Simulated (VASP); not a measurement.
# SiC (P4/nmm) in VASP: notebook, part 2 of 2

VASP 6.6.1.

### 3 Single point, PBE

This run uses another cell than the first one, of 10.93 Å³/atom, 1.037 times its volume.

INCAR reads:

```
PREC     = Accurate       # precision mode
ENCUT    = 520            # plane-wave cutoff, eV
EDIFF    = 1E-6           # SCF threshold, eV
ISMEAR   = 0              # smearing method
SIGMA    = 0.1            # smearing width, eV
LREAL    = F              # projectors in reciprocal space
LASPH    = T              # aspherical terms in the spheres
NELM     = 60             # most SCF steps
ALGO     = Normal         # electronic algorithm
ISIF     = 2              # what is computed and relaxed
LWAVE    = F              # write WAVECAR
LCHARG   = T              # write CHGCAR
GGA      = PE             # functional
LELF     = T              # ELF
LVHAR    = T            
NBANDS   = 16             # bands
```

KPOINTS reads:

```
Automatic mesh
0
Gamma
  6 6 4
```

POSCAR reads:

```
SiC
1.0
    3.1344307577      0.0000000000      0.0000000000
    0.0000000000      3.1344307577      0.0000000000
    0.0000000000      0.0000000000      4.4493597590
Si C
2 2
Direct
    0.0000000000      0.5000000000      0.2856531756
    0.5000000000      0.0000000000      0.7143468244
    0.0000000000      0.0000000000      0.0000000000
    0.5000000000      0.5000000000      0.0000000000
```

Potentials or basis: VASP PAW PBE potentials, release 64 (Si, C).

On the command line:

```sh
> cat potpaw_PBE.64/Si/POTCAR potpaw_PBE.64/C/POTCAR > POTCAR
> mpirun -np 1 vasp_std > vasp.out
```

OUTCAR:

```text
PREC = Accurate
   ENCUT = 520
   EDIFF = 1E-6
   ISMEAR = 0
   LREAL = F
   LASPH = T
   NELM = 60
   ISIF = 2
   GGA = PE

 ion  position               nearest neighbor table
   1  0.000  0.500  0.286-   3 2.02   4 2.02   3 2.02   4 2.02   2 2.92   2 2.92   2 2.92   2 2.92

   2  0.500  0.000  0.714-   3 2.02   4 2.02   4 2.02   3 2.02   1 2.92   1 2.92   1 2.92   1 2.92

   3  0.000  0.000  0.000-   1 2.02   2 2.02   1 2.02   2 2.02
   4  0.500  0.500  0.000-   1 2.02   2 2.02   2 2.02   1 2.02
[... 652 lines left out ...]
     15      18.4946      0.00000
     16      18.4946      0.00000

 [... further k-points ...]
[... 5 lines left out ...]
  --------------------------------------------------------------------------------------
  -------------------------------------------------------------------------------------
  Total        0.0290603      0.0290603     -0.0852468      0.0000000      0.0000000      0.0000000
  in kB        1.0651131      1.0651131     -3.1244516      0.0000000      0.0000000      0.0000000
  external PRESSURE =      -0.3314084 kB  Pullay stress =       0.0000000 kB

 VOLUME and BASIS-vectors are now :
 -----------------------------------------------------------------------------
  energy-cutoff  :      520.00
  volume of cell :       43.71
      direct lattice vectors                 reciprocal lattice vectors
     3.134430758  0.000000000  0.000000000     0.319037196  0.000000000  0.000000000
     0.000000000  3.134430758  0.000000000     0.000000000  0.319037196  0.000000000
     0.000000000  0.000000000  4.449359759     0.000000000  0.000000000  0.224751437

 POSITION                                       TOTAL-FORCE (eV/Angst)
 -----------------------------------------------------------------------------------
      0.00000      1.56722      1.27097         0.000000      0.000000     -0.015147
      1.56722      0.00000      3.17839         0.000000      0.000000      0.015147
      0.00000      0.00000      0.00000         0.000000      0.000000      0.000000
      1.56722      1.56722      0.00000         0.000000     -0.000000      0.000000
 -----------------------------------------------------------------------------------
    total drift:                                0.000000     -0.000000      0.000000

  FREE ENERGIE OF THE ION-ELECTRON SYSTEM (eV)
  ---------------------------------------------------
  free  energy   TOTEN  =       -23.8273485807 eV

  energy  without entropy=      -23.8248390594  energy(sigma->0) =      -23.82609382
```

OSZICAR:

```text
N       E                     dE             d eps       ncg     rms          rms(c)
DAV:   1     0.255493187806E+02    0.25549E+02   -0.71058E+03   960   0.899E+02
DAV:   2    -0.229202332191E+02   -0.48470E+02   -0.43153E+02  1296   0.144E+02
DAV:   3    -0.251369103115E+02   -0.22167E+01   -0.21896E+01  1248   0.284E+01
DAV:   4    -0.251541705304E+02   -0.17260E-01   -0.17253E-01  1216   0.298E+00
DAV:   5    -0.251543448582E+02   -0.17433E-03   -0.17432E-03  1256   0.280E-01    0.838E+00
DAV:   6    -0.238613658991E+02    0.12930E+01   -0.27207E+00  1176   0.113E+01    0.401E+00
DAV:   7    -0.238347677106E+02    0.26598E-01   -0.51890E-01  1040   0.427E+00    0.241E+00
DAV:   8    -0.238290242858E+02    0.57434E-02   -0.52102E-02  1224   0.157E+00    0.520E-01
DAV:   9    -0.238275790714E+02    0.14452E-02   -0.83850E-03  1144   0.609E-01    0.158E-01
DAV:  10    -0.238273033959E+02    0.27568E-03   -0.19966E-03  1256   0.275E-01    0.738E-02
DAV:  11    -0.238273581811E+02   -0.54785E-04   -0.26920E-04  1128   0.103E-01    0.273E-02
DAV:  12    -0.238273498065E+02    0.83746E-05   -0.11042E-05  1264   0.220E-02    0.132E-02
DAV:  13    -0.238273485335E+02    0.12730E-05   -0.82714E-06  1256   0.179E-02    0.274E-03
DAV:  14    -0.238273485807E+02   -0.47143E-07   -0.33567E-07   592   0.410E-03
   1 F= -.23827349E+02 E0= -.23826094E+02  d E =-.250952E-02
```

stdout:

```text
POSCAR found type information on POSCAR SiC
 POSCAR found :  2 types and       4 ions
 scaLAPACK will be used
 LDA part: xc-table for (Slater+PW92), standard interpolation
 POSCAR, INCAR and KPOINTS ok, starting setup
 FFT: planning ... GRIDC
 FFT: planning ... GRID_SOFT
 FFT: planning ... GRID
 WAVECAR not read
 entering main loop
```

Wall time 7 s (1 thread of Intel Xeon 6975P-C (Granite Rapids), shared host); peak memory 0.15 GiB.

What came out:

```
Free energy            : -23.8273 eV
Pressure               : 0.0 GPa
Largest force          : 0.015 eV/Å
Band gap on the k mesh : zero (band 8 reaches 11.27 eV, above the bottom of band 9 at 8.03 eV)
```

Forces in eV/Å, atoms in the order of the input:
```
Si   0.000  0.000 -0.015
Si   0.000  0.000  0.015
C    0.000  0.000  0.000
C    0.000  0.000  0.000
```

### 4 Relaxation of cell and atoms, PBE

INCAR reads:

```
  PREC = Accurate
  ENCUT = 600
  EDIFF = 1E-7
  ISMEAR = 0
  SIGMA = 0.1
  LREAL = F
  LASPH = T
  NELM = 100
  ALGO = Normal
  ISIF = 3
  LWAVE = F
  LCHARG = F
  GGA = PE
  IBRION = 2
  NSW = 90
  EDIFFG = -0.04
```

KPOINTS reads:

```
regular mesh
0
Gamma
  6 6 4
```

POSCAR reads:

```
SiC
1.0
    3.2192064630      0.0000000000      0.0000000000
    0.0000000000      3.2192064630      0.0000000000
    0.0000000000      0.0000000000      4.0677472970
Si C
2 2
Direct
    0.0000000000      0.5000000000      0.2351000000
    0.5000000000      0.0000000000      0.7649000000
    0.0000000000      0.0000000000      0.0000000000
    0.5000000000      0.5000000000      0.0000000000
```

On the command line:

```sh
> cat potpaw_PBE.64/Si/POTCAR potpaw_PBE.64/C/POTCAR > POTCAR
> mpirun -np 1 vasp_std > vasp.out
```

Wall time 62 s (1 thread of Intel Xeon 6975P-C (Granite Rapids), shared host); peak memory 0.17 GiB.

It converged, with:

```
Free energy                            : -23.7851 eV
Relaxed volume                         : 11.69 Å³/atom
Relaxed cell                           : a = 3.259 Å, b = 3.259 Å, c = 4.402 Å, α = 90.00°, β = 90.00°, γ = 90.00°
Space group after relaxing (to 0.05 Å) : P4/nmm (No. 129)
Energy gained by relaxing              : 205.8 meV/atom
Ionic steps                            : 14
Pressure after relaxing                : -0.4 GPa
Largest force after relaxing           : 0.006 eV/Å
Band gap on the k mesh                 : zero (band 8 reaches 9.50 eV, above the bottom of band 9 at 6.48 eV)
```

Forces in eV/Å, atoms in the order of the input:
```
Si   0.000  0.000  0.006
Si   0.000  0.000 -0.006
C    0.000  0.000  0.000
C    0.000  0.000  0.000
```

Stress tensor (GPa, compression positive):
```
-0.48  0.00  0.00
 0.00 -0.48  0.00
 0.00  0.00 -0.21
```

Step by step:
```csv
step,energy change (eV),largest force (eV/Å),pressure (GPa),volume (Å³)
1,0.0000,3.0510,33.47,42.16
2,0.0756,2.1840,-19.33,57.05
3,-0.7619,0.0720,-1.23,48.51
4,-0.7630,0.1436,-0.45,48.29
5,-0.7630,0.1861,0.01,48.16
6,-0.7857,0.1853,-0.46,48.15
7,-0.8075,0.0467,-1.95,48.04
8,-0.8124,0.0101,-2.47,48.00
9,-0.8171,0.1309,0.59,46.73
10,-0.8194,0.0559,-0.57,47.19
11,-0.8214,0.1046,-0.10,46.96
12,-0.8220,0.1462,0.29,46.78
13,-0.8232,0.0432,-0.21,46.75
14,-0.8233,0.0064,-0.39,46.74
```

Final structure:
```xyz
4
Lattice="3.2586 0.0000 0.0000 0.0000 3.2586 0.0000 0.0000 0.0000 4.4019" Properties=species:S:1:pos:R:3 pbc="T T T"
Si    0.0000    1.6293    1.1660
Si    1.6293    0.0000    3.2359
C     0.0000    3.2586    0.0000
C     1.6293    1.6293    0.0000
```

Levels at points of the mesh, in eV from the Fermi level:
| k point | band 4 | band 5 | band 6 | band 7 | band 8 | band 9 | band 10 | band 11 | band 12 |
| --- | --- | --- | --- | --- | --- | --- | --- | --- | --- |
| (0.00, 0.00, 0.00) | -6.23 | -5.58 | -5.58 | -0.30 | 1.90 | 1.90 | 2.28 | 5.18 | 5.49 |
| (0.50, 0.00, 0.00) | -5.35 | -3.01 | -3.01 | -2.80 | -2.80 | -1.12 | -1.12 | 7.64 | 7.65 |
| (0.50, 0.50, 0.00) | -9.59 | -3.86 | -3.86 | -0.94 | -0.94 | 0.89 | 0.89 | 3.57 | 3.58 |
| (0.00, 0.00, 0.50) | -5.45 | -5.45 | -1.27 | -0.84 | 1.33 | 1.33 | 1.48 | 3.17 | 4.11 |
| (0.50, 0.00, 0.50) | -7.39 | -2.69 | -2.69 | -1.22 | -1.22 | 0.73 | 0.73 | 5.96 | 5.96 |
| (0.50, 0.50, 0.50) | -9.36 | -5.18 | -5.18 | -2.69 | -2.69 | 4.48 | 4.48 | 4.53 | 4.53 |

Caveat: the k points lie up to 0.36 Å⁻¹ apart in the final cell.

### 5 The runs side by side

```tsv
task	cell	cutoff (eV)	gap on the mesh (eV)	pressure (GPa)	largest force (eV/Å)
single point	a = 3.219, b = 3.219, c = 4.068 Å, 4 atoms	520	none	33.6	3.05
single point	a = 3.134, b = 3.134, c = 4.449 Å, 4 atoms	520	none	0.0	0.02
relaxation of cell and atoms	relaxed from a = 3.219, b = 3.219, c = 4.068 Å, 4 atoms	600	none	-0.4	0.01
```

Alike in all rows: level PBE; potentials or basis VASP PAW PBE potentials, release 64 (Si, C); no spin polarisation; k mesh 6 × 6 × 4; smearing gaussian 0.1 eV.

Caveats: some runs use coarse meshes; forces of over 1 eV/Å act on the atoms, so gaps and moduli don't describe the material at rest (some runs).

Total energies depend on the potentials used, so only differences within one code and one set of settings carry meaning.
